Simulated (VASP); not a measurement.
Runs of VASP 6.6.1 on TiN. The structure is that of space group Fm-3m (No. 225), or close to it. The cells are those of the table. 

```tsv
cell	gap on the mesh (eV)	pressure (GPa)
a = 2.881 Å, angles 60.0°, 2 atoms	none	34.9
a = 3.031 Å, angles 60.0°, 2 atoms	none	-15.2
a = 2.849 Å, angles 60.0°, 2 atoms	none	(b)
a = 3.002 Å, angles 60.0°, 2 atoms	none	(a)
a = 2.943 Å, angles 60.0°, 2 atoms	none	10.1
```

Alike in all rows: task single point; level PBEsol; potentials or basis VASP PAW PBE potentials, release 64 (Ti_sv, N); no spin polarisation; k mesh 18 × 18 × 18; cutoff (eV) 600; smearing gaussian 0.1 eV.

Task: Fill in the values left out.

Result: (a) -8.0; (b) 50.6.

Caveats: the PAW data sets were made with another functional, which shifts forces and pressure a little; the cell stands under pressure (at least some runs); the cell stands under tension (at least some runs).

A gap of «none» marks levels without a gap at the run's occupations.
